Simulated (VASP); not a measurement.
Here is a VASP 6.6.1 calculation.

INCAR

```
PREC = Accurate ; ENCUT = 520
EDIFF = 1E-8 ; ISMEAR = -1
SIGMA = 0.03 ; LREAL = F
LASPH = T ; NELM = 100
ALGO = Normal ; ISIF = 2
LWAVE = F ; LCHARG = F
GGA = CA ; LEFG = T
NBANDS = 16
```

Contents of KPOINTS:

```
Automatic mesh
0
Gamma
  9 9 9
```

The input POSCAR:

```
Cs
1.0
   -2.5367058781      2.5367058781      9.5316617119
    2.5367058781     -2.5367058781      9.5316617119
    2.5367058781      2.5367058781     -9.5316617119
Cs
2
Direct
    0.2500000000      0.7500000000      0.5000000000
    0.5000000000      0.5000000000      0.0000000000
```

Potentials or basis: VASP PAW LDA potentials, release 64 (Cs_sv).

Run with:

```console
$ cat potpaw_LDA.64/Cs_sv/POTCAR > POTCAR
$ mpirun -np 1 vasp_std > vasp.out
```

Predict the band gap on the k mesh.

zero (band 9 reaches 0.70 eV, above the bottom of band 10 at -0.85 eV).

What does it give for the pressure?

-0.3 GPa.

Electric field gradients, principal values (V/Å²):
```csv
atom,least,middle,greatest (by size)
1 Cs,2.389,2.390,-4.779
2 Cs,2.389,2.390,-4.779
```

Caveat: without QUAD_EFG the Cq values of the log hold for a quadrupole moment of 1 mb, not for the nuclei; spin-orbit coupling is left out, which moves the levels of the heavy elements.
